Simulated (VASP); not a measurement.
Runs of VASP 6.6.1 on BP. The structure is that of space group F-43m (No. 216), or close to it. The cells are those of the table. 

```csv
cell,k mesh,cutoff (eV),smearing,gap on the mesh (eV),pressure (GPa)
"a = 3.175 Å, angles 60.0°, 2 atoms",10 × 10 × 10,520,gaussian 0.02 eV,1.40,(a)
"a = 3.109 Å, angles 60.0°, 2 atoms",10 × 10 × 10,520,gaussian 0.02 eV,1.32,18.4
"a = 3.209 Å, angles 60.0°, 2 atoms",6 × 6 × 6,550,gaussian 0.1 eV,1.54,(c)
"a = 3.074 Å, angles 60.0°, 2 atoms",10 × 10 × 10,520,gaussian 0.02 eV,1.27,(b)
"a = 3.311 Å, angles 60.0°, 2 atoms",10 × 10 × 10,520,gaussian 0.02 eV,1.57,-13.9
```

Alike in all rows: task single point; level r2SCAN; potentials or basis VASP PAW PBE potentials, release 64 (B, P); no spin polarisation.

Question: Fill in the values left out.

Answer: (a) 4.9; (b) 26.8; (c) -0.6.

Caveats: the PAW data sets were made with another functional, which shifts forces and pressure a little; the cell stands under pressure (at least some runs); the cell stands under tension (at least some runs).

A k mesh can miss the band edges.
